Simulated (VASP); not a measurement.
# RbLaSn3: single point with PBE

The system is RbLaSn3.

```xyz
5
Lattice="4.1110 2.3735 3.5819 -4.1110 2.3735 3.5819 0.0000 -4.7469 3.5819" Properties=species:S:1:pos:R:3 pbc="T T T"
Rb    0.0000    0.0000    0.3245
La    0.0000    0.0000    6.7938
Sn    0.0000    1.6677    3.8383
Sn    1.4443   -0.8338    3.8383
Sn   -1.4443   -0.8338    3.8383
```

The cell was generated, and may not be a known phase.

* Program: VASP 6.6.1
* Task: single point
* Functional: PBE
* Potentials or basis: VASP PAW PBE potentials, release 64 (Rb_sv, La, Sn_d)
* Cutoff: 520 eV
* k mesh: 3 × 3 × 3
* Occupations: gaussian, width 0.2 eV
* Spin: no spin polarisation
* Dipole correction: no
* Further INCAR settings: ALGO = Normal; EDIFF = 1e-07; NBANDS = 39

```
Pressure               : 0.4 GPa
Largest force          : 0.048 eV/Å
Band gap on the k mesh : zero (bands 31 and 32 overlap by 0.24 eV)
```

Forces on the atoms (eV/Å):
```
Rb   0.000  0.000 -0.013
La   0.000  0.000 -0.021
Sn   0.000  0.047  0.011
Sn   0.040 -0.023  0.011
Sn  -0.040 -0.023  0.011
```

Stress tensor (GPa, compression positive):
```
0.20 0.00 0.00
0.00 0.20 0.00
0.00 0.00 0.65
```

Levels at points of the mesh, in eV from the Fermi level:
```
           k point  band 29  band 30  band 31  band 32  band 33  band 34
(0.00, 0.00, 0.00)    -1.22    -0.93    -0.13    -0.13     1.06     1.06
```

It took 53 s on 1 thread of Intel(R) Xeon(R) 6975P-C (Granite Rapids), with other jobs on the host, peak memory 0.35 GiB.

Caveat: spin-orbit coupling is left out, which moves the levels of the heavy elements.
